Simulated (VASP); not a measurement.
## Si2C: single point with PBE

Si2C:

```
CELL_PARAMETERS angstrom
2.86507 0.00000 0.00000
-1.43253 2.48122 0.00000
0.00000 0.00000 4.88018
ATOMIC_POSITIONS crystal
Si 0.00000 0.00000 0.75239
Si 0.00000 0.00000 0.24761
C 0.33333 0.66667 0.00000
```

This cell differs from its parent crystal: atoms taken out.

```json
{
 "Program": "VASP 6.6.1",
 "Task": "single point",
 "Functional": "PBE",
 "Potentials or basis": "VASP PAW PBE potentials, release 64 (Si, C)",
 "Cutoff": "520 eV",
 "k mesh": "6 × 6 × 4",
 "Occupations": "gaussian, width 0.1 eV",
 "Spin": "no spin polarisation",
 "Dipole correction": "no",
 "Further INCAR settings": "ALGO = Normal; EDIFF = 1e-06; NBANDS = 13"
}
```

```
Pressure               : 0.2 GPa
Largest force          : 0.003 eV/Å
Band gap on the k mesh : zero (bands 6 and 7 overlap by 5.70 eV)
```

Forces in eV/Å, atoms in the order of the input:
```
Si   0.000  0.000 -0.003
Si   0.000  0.000  0.003
C    0.000  0.000  0.000
```

Stress tensor (GPa, compression positive):
```
 0.36  0.00  0.00
 0.00  0.36  0.00
 0.00  0.00 -0.21
```

Levels at points of the mesh, in eV from the Fermi level:
| k point | band 2 | band 3 | band 4 | band 5 | band 6 | band 7 | band 8 | band 9 | band 10 | band 11 |
| --- | --- | --- | --- | --- | --- | --- | --- | --- | --- | --- |
| (0.00, 0.00, 0.00) | -10.59 | -9.13 | -1.21 | -1.21 | 3.30 | 5.02 | 6.22 | 6.22 | 6.80 | 9.37 |
| (0.50, 0.00, 0.00) | -10.99 | -6.57 | -4.96 | -3.55 | -3.20 | -2.40 | 2.52 | 5.49 | 5.58 | 6.04 |
| (0.00, 0.00, 0.50) | -12.83 | -4.09 | -2.48 | -1.17 | -1.17 | 5.12 | 6.99 | 6.99 | 7.31 | 7.31 |
| (0.50, 0.00, 0.50) | -10.66 | -7.99 | -6.62 | -3.46 | -0.17 | 1.31 | 2.49 | 3.50 | 3.98 | 4.56 |

Run time: 18 s on 1 thread of Intel Xeon 8259CL, on a shared host, peak memory 0.15 GiB.

Caveat: the k points lie up to 0.42 Å⁻¹ apart, too coarse for converged energies and pressures of a metal; the cell differs from its parent crystal (atoms taken out).
